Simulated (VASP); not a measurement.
A run of VASP 6.6.1:

File INCAR:

```
SYSTEM = Ni
  PREC = Accurate
  ENCUT = 520
  EDIFF = 1E-6
  ISMEAR = -1
  SIGMA = 0.1
  LREAL = .FALSE.
  LASPH = .TRUE.
  NELM = 60
  ALGO = Normal
  ISIF = 2
  LWAVE = .FALSE.
  LCHARG = .FALSE.
  GGA = PE
  NBANDS = 11
```

File KPOINTS:

```
regular mesh
0
G
  25 25 25
  0 0 0
```

POSCAR

```
Ni
1.0
    0.0000000000      1.7572466595      1.7572466595
    1.7572466595      0.0000000000      1.7572466595
    1.7572466595      1.7572466595      0.0000000000
Ni
1
Direct
    0.0000000000      0.0000000000      0.0000000000
```

Potentials or basis: VASP PAW PBE potentials, release 64 (Ni).

Command:

```sh
$ cat potpaw_PBE.64/Ni/POTCAR > POTCAR
$ mpirun -np 1 vasp_std > vasp.out
```

Hardware: 1 thread of Intel(R) Xeon(R) 6975P-C (Granite Rapids) (shared host).

Question: Estimate the wall time of this run.

Answer: Run time: 17 s on 1 thread of Intel(R) Xeon(R) 6975P-C (Granite Rapids) (shared host), peak memory 0.16 GiB. Counts: scf iterations 12, k points 455.
